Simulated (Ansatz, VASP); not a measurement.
C in VASP and in Ansatz

INCAR

```
SYSTEM = C
PREC = Accurate
ENCUT = 520
EDIFF = 1E-6
ISMEAR = 0
SIGMA = 0.05
LREAL = .FALSE.
LASPH = .TRUE.
NELM = 80
ALGO = Normal
ISIF = 2
LWAVE = .FALSE.
LCHARG = .FALSE.
GGA = PE
NBANDS = 26
```

The input KPOINTS:

```
Automatic mesh
0
G
  12 12 4
  0 0 0
```

Contents of POSCAR:

```
C
1.0
    2.5180184914      0.0000000000      0.0000000000
   -1.2590092457      2.1806679808      0.0000000000
    0.0000000000      0.0000000000      8.3045881824
C
8
Direct
    0.0000000000      0.0000000000      0.0929681641
    0.0000000000      0.0000000000      0.5929681641
    0.0000000000      0.0000000000      0.4070318359
    0.0000000000      0.0000000000      0.9070318359
    0.3333333333      0.6666666667      0.1555285626
    0.6666666667      0.3333333333      0.6555285626
    0.3333333333      0.6666666667      0.3444714374
    0.6666666667      0.3333333333      0.8444714374
```

Input for Ansatz:

```yaml
crystal:
  lattice:
    - [2.5180184914, 0.0, 0.0]
    - [-1.2590092457, 2.1806679808, 0.0]
    - [0.0, 0.0, 8.3045881824]
  atoms:
    - { symbol: C, position: [0.0, 0.0, 0.0929681641] }
    - { symbol: C, position: [0.0, 0.0, 0.5929681641] }
    - { symbol: C, position: [0.0, 0.0, 0.4070318359] }
    - { symbol: C, position: [0.0, 0.0, 0.9070318359] }
    - { symbol: C, position: [0.3333333333, 0.6666666667, 0.1555285626] }
    - { symbol: C, position: [0.6666666667, 0.3333333333, 0.6555285626] }
    - { symbol: C, position: [0.3333333333, 0.6666666667, 0.3444714374] }
    - { symbol: C, position: [0.6666666667, 0.3333333333, 0.8444714374] }
basis:
  ecutwfc: 420
kpoints:
  mp_grid: { grid: [12, 12, 4] }
hamiltonian:
  xc: pbe
scf:
  occupations: { method: gaussian, width: 0.05 }
output:
  forces: true
  stress: true
  eigenvalues: true
  write_density: true
  write_potential: true
  elf: true
  volumetric_format: npy
```

Alike in both runs: task single point; functional PBE; k mesh 12 × 12 × 4; occupations gaussian, width 0.05 eV; no spin polarisation.

|  | VASP | Ansatz |
| --- | --- | --- |
| version | VASP 6.6.1 | Ansatz 0.2.0 |
| potentials or method | VASP PAW PBE potentials, release 64 (C), cutoff 520 eV | scalar-relativistic, plane waves, PAW |
| valence electrons in the cell | 32 | 32 |

Ansatz gave:

| Quantity | Value |
| --- | --- |
| gap on the k mesh at the Fermi level (eV) | 4.54 |
| least direct gap on the mesh (eV) | 5.30 |
| pressure (GPa) | 0.0 |

Question: What did VASP give for the same quantities?

Answer: gap on the k mesh at the Fermi level (eV): 4.53; least direct gap on the mesh (eV): 5.29; pressure (GPa): 0.7.
